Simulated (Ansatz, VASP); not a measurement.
## One calculation of BP, two programs

File INCAR:

```
  ALGO = Normal
  EDIFF = 1E-6
  ENCUT = 520
  GGA = PE
  ISIF = 2
  ISMEAR = -1
  LASPH = True
  LCHARG = False
  LREAL = False
  LWAVE = False
  NBANDS = 11
  NELM = 80
  PREC = Accurate
  SIGMA = 0.08
```

The input KPOINTS:

```
k-points
0
Gamma
  15 15 15
```

POSCAR

```
BP
1.0
    0.0000000000      2.1111759642      2.1111759642
    2.1111759642      0.0000000000      2.1111759642
    2.1111759642      2.1111759642      0.0000000000
B P
1 1
Direct
    0.0000000000      0.0000000000      0.0000000000
    0.2500000000      0.2500000000      0.2500000000
```

Input for Ansatz:

```yaml
crystal:
  lattice:
    - [0.0, 2.1111759642, 2.1111759642]
    - [2.1111759642, 0.0, 2.1111759642]
    - [2.1111759642, 2.1111759642, 0.0]
  atoms:
    - { symbol: B, position: [0.0, 0.0, 0.0] }
    - { symbol: P, position: [0.25, 0.25, 0.25] }
kpoints:
  mp_grid: { grid: [15, 15, 15] }
scf:
  occupations: { method: fermi_dirac, width: 0.08 }
hamiltonian:
  xc: pbe
  pseudopotentials: { kind: all_electron, lapw: { basis_error: 0.001 } }
output:
  forces: true
  stress: true
  eigenvalues: true
  populations: true
```

Change from the starting cell: volume scaled by 0.8, LAPW.

Alike in both runs: task single point; functional PBE; k mesh 15 × 15 × 15; occupations fermi-dirac, width 0.08 eV; no spin polarisation.

|  | VASP | Ansatz |
| --- | --- | --- |
| version | VASP 6.6.1 | Ansatz 0.2.0 |
| potentials or method | VASP PAW PBE potentials, release 64 (B, P), cutoff 520 eV | all-electron LAPW, scalar-relativistic |

```csv
,VASP,Ansatz,Ansatz less VASP
pressure (GPa),54.3,54.7,+0.41
```

Both programs put the cell under a high pressure, so it lies far from rest at this level. Ansatz ran all-electron here, and VASP with PAW potentials.
